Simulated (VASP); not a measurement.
# BaTe (Fm-3m) in VASP: notebook, part 2 of 2

VASP 6.6.1.

### 3 Single point, r2SCAN

This run uses another cell than the first one, of 38.07 Å³/atom, 1.021 times its volume.

POSCAR reads:

```
BaTe
1.0
    0.0000000000      3.3639132694      3.3639132694
    3.3639132694      0.0000000000      3.3639132694
    3.3639132694      3.3639132694      0.0000000000
Ba Te
1 1
Direct
    0.0000000000      0.0000000000      0.0000000000
    0.5000000000      0.5000000000      0.5000000000
```

INCAR.step1 reads:

```
SYSTEM = BaTe
ALGO = Normal ; EDIFF = 1E-4
ENCUT = 520 ; GGA = PE
ISMEAR = -1 ; LASPH = .True.
LCHARG = .False. ; LREAL = .False.
LWAVE = .True. ; NBANDS = 15
NELM = 100 ; PREC = Accurate
SIGMA = 0.05
```

INCAR.step2 reads:

```
SYSTEM = BaTe
ALGO = Normal ; EDIFF = 1E-7
ENCUT = 520 ; ISIF = 2
ISMEAR = -1 ; ISTART = 1
LASPH = .True. ; LCHARG = .True.
LELF = .True. ; LMIXTAU = .True.
LREAL = .False. ; LVHAR = .True.
LWAVE = .False. ; METAGGA = R2SCAN
NBANDS = 15 ; NELM = 100
PREC = Accurate ; SIGMA = 0.05
```

KPOINTS reads:

```
k-points
0
Gamma
  7 7 7
  0 0 0
```

Potentials or basis: VASP PAW PBE potentials, release 64 (Ba_sv, Te).

Started as:

```bash
> cat potpaw_PBE.64/Ba_sv/POTCAR potpaw_PBE.64/Te/POTCAR > POTCAR
> cp INCAR.step1 INCAR
> mpirun -np 1 vasp_std > vasp.out
> cp INCAR.step2 INCAR
> mpirun -np 1 vasp_std > vasp.out
```

OUTCAR:

```text
SYSTEM = BaTe
   EDIFF = 1E-7
   ENCUT = 520
   ISIF = 2
   ISMEAR = -1
   ISTART = 1
   LASPH = .True.
   LREAL = .False.
   METAGGA = R2SCAN
   NELM = 100
   PREC = Accurate

 ion  position               nearest neighbor table
   1  0.000  0.000  0.000-   2 3.36   2 3.36   2 3.36   2 3.36   2 3.36   2 3.36
   2  0.500  0.500  0.500-   1 3.36   1 3.36   1 3.36   1 3.36   1 3.36   1 3.36

  LATTYP: Found a face centered cubic cell.
 ALAT       =     6.7278265388

  Lattice vectors:

 A1 = (   0.0000000000,   3.3639132694,   3.3639132694)
 A2 = (   3.3639132694,   0.0000000000,   3.3639132694)
 A3 = (   3.3639132694,   3.3639132694,   0.0000000000)

Analysis of symmetry for initial positions (statically):
=====================================================================
 Subroutine PRICEL returns:
 Original cell was already a primitive cell.

 Routine SETGRP: Setting up the symmetry group for a
 face centered cubic supercell.

 Subroutine GETGRP returns: Found 48 space group operations
 (whereof 48 operations were pure point group operations)
 out of a pool of 48 trial point group operations.

The static configuration has the point symmetry O_h .

Analysis of symmetry for dynamics (positions and initial velocities):
=====================================================================
 Subroutine PRICEL returns:
 Original cell was already a primitive cell.

 Routine SETGRP: Setting up the symmetry group for a
 face centered cubic supercell.

 Subroutine GETGRP returns: Found 48 space group operations
 (whereof 48 operations were pure point group operations)
 out of a pool of 48 trial point group operations.

The dynamic configuration has the point symmetry O_h .

 Subroutine INISYM returns: Found 48 space group operations
 (whereof 48 operations are pure point group operations),
 and found     1 'primitive' translations

----------------------------------------------------------------------------------------

                                     Primitive cell

  volume of cell :      76.1315

  direct lattice vectors                    reciprocal lattice vectors
     0.000000000  3.363913269  3.363913269    -0.148636412  0.148636412  0.148636412
     3.363913269  0.000000000  3.363913269     0.148636412 -0.148636412  0.148636412
     3.363913269  3.363913269  0.000000000     0.148636412  0.148636412 -0.148636412

  length of vectors
     4.757291768  4.757291768  4.757291768     0.257445818  0.257445818  0.257445818

  position of ions in fractional coordinates (direct lattice)
[... 8 lines left out ...]
----------------------------------------------------------------------------------------

 KPOINTS: k-points

Automatic generation of k-mesh.
 Grid dimensions read from file:
 generate k-points for:    7    7    7

 Generating k-lattice:

  Cartesian coordinates                     Fractional coordinates (reciprocal lattice)
    -0.021233773  0.021233773  0.021233773     0.142857143  0.000000000  0.000000000
     0.021233773 -0.021233773  0.021233773     0.000000000  0.142857143  0.000000000
     0.021233773  0.021233773 -0.021233773     0.000000000  0.000000000  0.142857143

  Length of vectors
     0.036777974  0.036777974  0.036777974

  Shift w.r.t. Gamma in fractional coordinates (k-lattice)
     0.000000000  0.000000000  0.000000000

 Subroutine IBZKPT returns following result:
 ===========================================

 Found     20 irreducible k-points:

 Following reciprocal coordinates:
            Coordinates               Weight
  0.000000  0.000000  0.000000      1.000000
  0.142857  0.000000  0.000000      8.000000
  0.285714  0.000000  0.000000      8.000000
  0.428571  0.000000  0.000000      8.000000
  0.142857  0.142857  0.000000      6.000000
  0.285714  0.142857  0.000000     24.000000
[... 12 lines left out ...]
 -0.428571  0.428571  0.142857     24.000000
 -0.285714  0.428571  0.142857     24.000000
   k-points           NKPTS =     20   k-points in BZ     NKDIM =     20   number of bands    NBANDS=     15
   number of dos      NEDOS =    301   number of ions     NIONS =      2
   total plane-waves  NPLWV =  46656
   dimension x,y,z NGX =    36 NGY =   36 NGZ =   36
   dimension x,y,z NGXF=    72 NGYF=   72 NGZF=   72
   ions per type =               1   1
   NGX,Y,Z   is equivalent  to a cutoff of  12.58, 12.58, 12.58 a.u.
   NGXF,Y,Z  is equivalent  to a cutoff of  25.16, 25.16, 25.16 a.u.
 SYSTEM =  BaTe
   PREC   = accura    normal or accurate (medium, high low for compatibility)
   ISTART =      1    job   : 0-new  1-cont  2-samecut
   ICHARG =      0    charge: 1-file 2-atom 10-const
   ISPIN  =      1    spin polarized calculation?
   LNONCOLLINEAR =      F non collinear calculations
   LSORBIT =      F    spin-orbit coupling
   LASPH  =      T    aspherical Exc in radial PAW
   ENCUT  =  520.0 eV  38.22 Ry    6.18 a.u.   8.85  8.85  8.85*2*pi/ulx,y,z
   NELM   =    100;   NELMIN=  2; NELMDL=  0     # of ELM steps
   EDIFF  = 0.1E-06   stopping-criterion for ELM
   LREAL  =      F    real-space projection
   EDIFFG = 0.1E-05   stopping-criterion for IOM
   NSW    =      0    number of steps for IOM
   IBRION =     -1    ionic relax: 0-MD 1-quasi-New 2-CG
   NFREE  =      0    steps in history (QN), initial steepest desc. (CG)
   ISIF   =      2    stress and relaxation
   ISYM   =      2    0-nonsym 1-usesym 2-fastsym
   POTIM  = 0.5000    time-step for ionic-motion
   TEBEG  =    0.0;   TEEND  =   0.0 temperature during run
   PSTRESS=    0.0 pullay stress
   NELECT =      16.0000    total number of electrons
   NUPDOWN=      -1.0000    fix difference up-down
   EMIN   =  10.00;   EMAX   =-10.00  energy-range for DOS
   EFERMI =   0.00;   METHOD = LEGACY
   ISMEAR =    -1;   SIGMA  =   0.05  broadening in eV -4-tet -1-fermi 0-gaus
   EFERMI_NEDOS =   21; number of points for ismear=-14 and -15
   IALGO  =     38    algorithm
   IMIX   =      4    mixing-type and parameters
     AMIX     =   0.40;   BMIX     =  1.00
     AMIX_MAG =   1.60;   BMIX_MAG =  1.00
  volume/ion in A,a.u.               =      38.07       256.88
  Fermi-wavevector in a.u.,A,eV,Ry     =   0.973330  1.839327 12.889765  0.947371
  Thomas-Fermi vector in A             =   2.103701
   LORBIT       =      0    0 simple, 1 ext, 2 COOP (PROOUT), +10 PAW based schemes
   METAGGA = R2SCAN    functional components
   LHFCALC =     F    Hartree Fock is set to
   AEXX    =    0.0000 exact exchange contribution
   IVDW    =     0    specifies the selected vdW correction
   LEPSILON=     F    determine dielectric tensor
   LRPA    =     F    only Hartree local field effects (RPA)
 non-spin polarized calculation
  energy-cutoff  :      520.00
  volume of cell :       76.13
 maximum number of plane-waves:      2085
   NGX = 17   NGY = 17   NGZ = 17

 number of electron      16.0000000 magnetization

 Free energy of the ion-electron system (eV)
  ---------------------------------------------------
  ext. energy  EPLUGINS =         0.00000000
  ---------------------------------------------------
  free energy    TOTEN  =       -55.79612709 eV

  energy without entropy =      -55.79612709  energy(sigma->0) =      -55.79612709

 E-fermi :   3.6809     XC(G=0):  -9.1450

 val. band max:        2.8817816189   @ k =   0.0000   0.0000   0.0000
 cond. band min:       4.5087667291   @ k =   0.4286   0.4286   0.0000
 fundamental gap:      1.6269851102
 Fermi energy:         3.6808966553

 k-point     1 :       0.0000    0.0000    0.0000
  band No.  band energies     occupation
      1     -24.6420      2.00000
      2      -9.4032      2.00000
      3      -9.4032      2.00000
      4      -9.4032      2.00000
      5      -7.2302      2.00000
      6       2.8818      2.00000
      7       2.8818      2.00000
      8       2.8818      2.00000
      9       6.1155      0.00000
     10       6.1155      0.00000
     11       6.1155      0.00000
     12       6.9273      0.00000
     13       6.9273      0.00000
     14       7.0190      0.00000
     15      10.3978      0.00000
[... 325 lines left out ...]
 k-point    20 :      -0.2857    0.4286    0.1429
  band No.  band energies     occupation
      1     -24.6063      2.00000
      2      -9.7807      2.00000
      3      -9.6590      2.00000
      4      -9.5422      2.00000
      5      -6.5706      2.00000
      6       1.2958      2.00000
      7       1.8340      2.00000
      8       1.8775      2.00000
      9       6.4167      0.00000
     10       7.3957      0.00000
     11       8.8855      0.00000
     12       9.2629      0.00000
     13       9.3680      0.00000
     14      11.7150      0.00000
     15      12.2342      0.00000

------------------------ aborting loop because EDIFF is reached ----------------------------------------

  FORCE on cell =-STRESS in cart. coord.  units (eV):
  Direction    XX          YY          ZZ          XY          YZ          ZX
  --------------------------------------------------------------------------------------
  -------------------------------------------------------------------------------------
  Total        3.1731991      3.1731991      3.1731991      0.0000000     -0.0000000      0.0000000
  in kB       66.7795579     66.7795579     66.7795579      0.0000000     -0.0000000      0.0000000
  external PRESSURE =      66.7795579 kB  Pullay stress =       0.0000000 kB

 VOLUME and BASIS-vectors are now :
 -----------------------------------------------------------------------------
  energy-cutoff  :      520.00
  volume of cell :       76.13
      direct lattice vectors                 reciprocal lattice vectors
     0.000000000  3.363913269  3.363913269    -0.148636412  0.148636412  0.148636412
     3.363913269  0.000000000  3.363913269     0.148636412 -0.148636412  0.148636412
     3.363913269  3.363913269  0.000000000     0.148636412  0.148636412 -0.148636412

 POSITION                                       TOTAL-FORCE (eV/Angst)
 -----------------------------------------------------------------------------------
      0.00000      0.00000      0.00000         0.000000      0.000000     -0.000000
      3.36391      3.36391      3.36391        -0.000000     -0.000000      0.000000
 -----------------------------------------------------------------------------------
    total drift:                                0.000000      0.000000      0.000000

  FREE ENERGIE OF THE ION-ELECTRON SYSTEM (eV)
  ---------------------------------------------------
  free  energy   TOTEN  =       -55.7961270929 eV

  energy  without entropy=      -55.7961270890  energy(sigma->0) =      -55.79612709
```

Wall time 39 s (1 thread of Intel Xeon 6975P-C (Granite Rapids), shared host); peak memory 0.23 GiB.

What came out:

- Free energy: -55.7961 eV
- Pressure: 6.7 GPa
- Band gap on the k mesh: 1.63 eV, indirect (least direct gap 2.01 eV)

Caveat: the PAW data sets were made with another functional, which shifts forces and pressure a little; spin-orbit coupling is left out, which moves the levels of the heavy elements.

### 4 Single point, r2SCAN

This run uses another cell than the first one, of 38.86 Å³/atom, 1.043 times its volume.

POSCAR reads:

```
BaTe
1.0
    0.0000000000      3.3871134044      3.3871134044
    3.3871134044      0.0000000000      3.3871134044
    3.3871134044      3.3871134044      0.0000000000
Ba Te
1 1
Direct
    0.0000000000      0.0000000000      0.0000000000
    0.5000000000      0.5000000000      0.5000000000
```

INCAR.step1 reads:

```
SYSTEM = BaTe
ALGO = Normal
EDIFF = 1E-4
ENCUT = 520
GGA = PE
ISMEAR = -1
LASPH = .TRUE.
LCHARG = .FALSE.
LREAL = .FALSE.
LWAVE = .TRUE.
NBANDS = 15
NELM = 80
PREC = Accurate
SIGMA = 0.05
```

INCAR.step2 reads:

```
SYSTEM = BaTe
ALGO = Normal
EDIFF = 1E-6
ENCUT = 520
ISIF = 2
ISMEAR = -1
ISTART = 1
LASPH = .TRUE.
LCHARG = .FALSE.
LMIXTAU = .TRUE.
LREAL = .FALSE.
LWAVE = .FALSE.
METAGGA = R2SCAN
NBANDS = 15
NELM = 80
PREC = Accurate
SIGMA = 0.05
```

KPOINTS reads:

```
k-points
0
G
  7 7 7
  0 0 0
```

Started as:

```bash
> cat potpaw_PBE.64/Ba_sv/POTCAR potpaw_PBE.64/Te/POTCAR > POTCAR
> cp INCAR.step1 INCAR
> mpirun -np 1 vasp_std > vasp.out
> cp INCAR.step2 INCAR
> mpirun -np 1 vasp_std > vasp.out
```

It took 38 s on 1 thread of Intel Xeon 6975P-C (Granite Rapids), shared host; peak memory 0.22 GiB.

Results (log left out):

```yaml
Free_energy: -55.8565 eV
Pressure: 5.5 GPa
Band_gap_on_the_k_mesh: 1.68 eV, indirect (least direct gap 2.07 eV)
```

Levels at points of the mesh, in eV from the valence-band top:
| k point | band 6 | band 7 | band 8 | band 9 | band 10 | band 11 |
| --- | --- | --- | --- | --- | --- | --- |
| (0.00, 0.00, 0.00) | 0.00 | 0.00 | 0.00 | 3.26 | 3.26 | 3.26 |

Caveat: the PAW data sets were made with another functional, which shifts forces and pressure a little; spin-orbit coupling is left out, which moves the levels of the heavy elements. A k mesh can miss the band edges.

### 5 Single point, r2SCAN

This run uses another cell than the first one, of 40.44 Å³/atom, 1.085 times its volume.

POSCAR reads:

```
BaTe
1.0
    0.0000000000      3.4325834396      3.4325834396
    3.4325834396      0.0000000000      3.4325834396
    3.4325834396      3.4325834396      0.0000000000
Ba Te
1 1
Direct
    0.0000000000      0.0000000000      0.0000000000
    0.5000000000      0.5000000000      0.5000000000
```

INCAR.step1 reads:

```
ALGO = Normal
EDIFF = 1E-4
ENCUT = 520
GGA = PE
ISMEAR = -1
LASPH = T
LCHARG = F
LREAL = F
LWAVE = T
NBANDS = 15
NELM = 80
PREC = Accurate
SIGMA = 0.05
```

INCAR.step2 reads:

```
ALGO = Normal
EDIFF = 1E-7
ENCUT = 520
ISIF = 2
ISMEAR = -1
ISTART = 1
LASPH = T
LCHARG = F
LMIXTAU = T
LREAL = F
LWAVE = F
METAGGA = R2SCAN
NBANDS = 15
NELM = 80
PREC = Accurate
SIGMA = 0.05
```

KPOINTS reads:

```
k-points
0
Gamma
  7 7 7
```

Started as:

```bash
> cat potpaw_PBE.64/Ba_sv/POTCAR potpaw_PBE.64/Te/POTCAR > POTCAR
> cp INCAR.step1 INCAR
> mpirun -np 1 vasp_std > vasp.out
> cp INCAR.step2 INCAR
> mpirun -np 1 vasp_std > vasp.out
```

Run time: 46 s. Hardware: 1 thread of Intel Xeon 6975P-C (Granite Rapids), shared host; peak memory 0.22 GiB.

It converged, with:

```yaml
Free_energy: -55.9462 eV
Pressure: 3.6 GPa
Band_gap_on_the_k_mesh: 1.79 eV, indirect (least direct gap 2.18 eV)
```

Levels at points of the mesh, in eV from the valence-band top:
```
           k point  band 4  band 5  band 6  band 7  band 8  band 9  band 10  band 11  band 12  band 13
(0.00, 0.00, 0.00)  -12.40   -9.95    0.00    0.00    0.00    3.30     3.30     3.30     3.85     4.04
```

Caveat: the PAW data sets were made with another functional, which shifts forces and pressure a little; spin-orbit coupling is left out, which moves the levels of the heavy elements. r2SCAN opens gaps a little over a GGA but as a rule still falls short of measured ones.

### 6 Single point, r2SCAN

This run uses another cell than the first one, of 41.24 Å³/atom, 1.106 times its volume.

POSCAR reads:

```
BaTe
1.0
    0.0000000000      3.4548735670      3.4548735670
    3.4548735670      0.0000000000      3.4548735670
    3.4548735670      3.4548735670      0.0000000000
Ba Te
1 1
Direct
    0.0000000000      0.0000000000      0.0000000000
    0.5000000000      0.5000000000      0.5000000000
```

INCAR.step1 reads:

```
ALGO = Normal ; EDIFF = 1E-4
ENCUT = 520 ; GGA = PE
ISMEAR = -1 ; LASPH = T
LCHARG = F ; LREAL = F
LWAVE = T ; NBANDS = 15
NELM = 60 ; PREC = Accurate
SIGMA = 0.05
```

INCAR.step2 reads:

```
ALGO = Normal ; EDIFF = 1E-6
ENCUT = 520 ; ISIF = 2
ISMEAR = -1 ; ISTART = 1
LASPH = T ; LCHARG = T
LELF = T ; LMIXTAU = T
LREAL = F ; LVHAR = T
LWAVE = F ; METAGGA = R2SCAN
NBANDS = 15 ; NELM = 60
PREC = Accurate ; SIGMA = 0.05
```

KPOINTS is that of step 5.

Potentials or basis: VASP PAW PBE potentials, release 64 (Ba_sv, Te).

Started as:

```bash
> cat potpaw_PBE.64/Ba_sv/POTCAR potpaw_PBE.64/Te/POTCAR > POTCAR
> cp INCAR.step1 INCAR
> mpirun -np 1 vasp_std > vasp.out
> cp INCAR.step2 INCAR
> mpirun -np 1 vasp_std > vasp.out
```

It took 40 s on 1 thread of Intel Xeon 6975P-C (Granite Rapids), shared host; peak memory 0.22 GiB.

Results (log left out):

- Free energy: -55.9774 eV
- Pressure: 2.7 GPa
- Band gap on the k mesh: 1.84 eV, indirect (least direct gap 2.22 eV)

Levels at points of the mesh, in eV from the valence-band top:
```tsv
k point	band 5	band 6	band 7	band 8	band 9	band 10	band 11	band 12
(0.00, 0.00, 0.00)	-9.91	0.00	0.00	0.00	3.32	3.32	3.32	3.76
```

Caveat: the PAW data sets were made with another functional, which shifts forces and pressure a little; spin-orbit coupling is left out, which moves the levels of the heavy elements. A k mesh can miss the band edges.

### 7 The runs side by side

| cell | gap on the mesh (eV) | pressure (GPa) |
| --- | --- | --- |
| a = 4.724 Å, angles 60.0°, 2 atoms | 1.57 | 7.9 |
| a = 4.757 Å, angles 60.0°, 2 atoms | 1.63 | 6.7 |
| a = 4.790 Å, angles 60.0°, 2 atoms | 1.68 | 5.5 |
| a = 4.854 Å, angles 60.0°, 2 atoms | 1.79 | 3.6 |
| a = 4.886 Å, angles 60.0°, 2 atoms | 1.84 | 2.7 |

Alike in all rows: task single point; level r2SCAN; potentials or basis VASP PAW PBE potentials, release 64 (Ba_sv, Te); no spin polarisation; k mesh 7 × 7 × 7; cutoff (eV) 520; smearing fermi-dirac 0.05 eV.

Caveats: the PAW data sets were made with another functional, which shifts forces and pressure a little; spin-orbit coupling is left out, which moves the levels of the heavy elements.

Total energies depend on the potentials used, so only differences within one code and one set of settings carry meaning.
